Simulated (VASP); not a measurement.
Input of a VASP 6.6.1 run:

File INCAR:

```
ALGO = Normal ; EDIFF = 1E-7
EDIFFG = -0.04 ; ENCUT = 500
GGA = PE ; GGA_COMPAT = False
IBRION = 2 ; ISIF = 3
ISMEAR = 0 ; LASPH = True
LCHARG = False ; LREAL = False
LWAVE = False ; NELM = 120
NELMIN = 4 ; NSW = 90
PREC = Accurate ; SIGMA = 0.1
```

The input KPOINTS:

```
k-points
0
Gamma
  4 4 4
```

POSCAR

```
Mo3W
1.0
    5.4968010400      0.0000000000      0.0000000000
    0.0000000000      5.4968010400      0.0000000000
    0.0000000000      0.0000000000      5.4968010400
Mo W
6 2
Direct
    0.2500000000      0.0000000000      0.5000000000
    0.5000000000      0.7500000000      0.0000000000
    0.7500000000      0.0000000000      0.5000000000
    0.5000000000      0.2500000000      0.0000000000
    0.0000000000      0.5000000000      0.7500000000
    0.0000000000      0.5000000000      0.2500000000
    0.0000000000      0.0000000000      0.0000000000
    0.5000000000      0.5000000000      0.5000000000
```

Potentials or basis: VASP PAW PBE potentials, release 64 (Mo_sv, W_sv).

The run is started by

```console
$ cat potpaw_PBE.64/Mo_sv/POTCAR potpaw_PBE.64/W_sv/POTCAR > POTCAR
$ mpirun -np 1 vasp_std > vasp.out
```

Question: Predict the relaxed volume.

Answer: 16.15 Å³/atom.

Question: What does it give for the space group after relaxing (to 0.1 Å)?

Answer: Pm-3n (No. 223).

Final structure:
```
CELL_PARAMETERS angstrom
5.05493 0.00000 0.00000
0.00000 5.05493 0.00000
0.00000 0.00000 5.05493
ATOMIC_POSITIONS crystal
Mo 0.25000 0.00000 0.50000
Mo 0.50000 0.75000 0.00000
Mo 0.75000 0.00000 0.50000
Mo 0.50000 0.25000 0.00000
Mo 0.00000 0.50000 0.75000
Mo 0.00000 0.50000 0.25000
W 0.00000 0.00000 0.00000
W 0.50000 0.50000 0.50000
```

Caveat: the volume moved by over 15 % at a fixed basis, so the end points are rough.
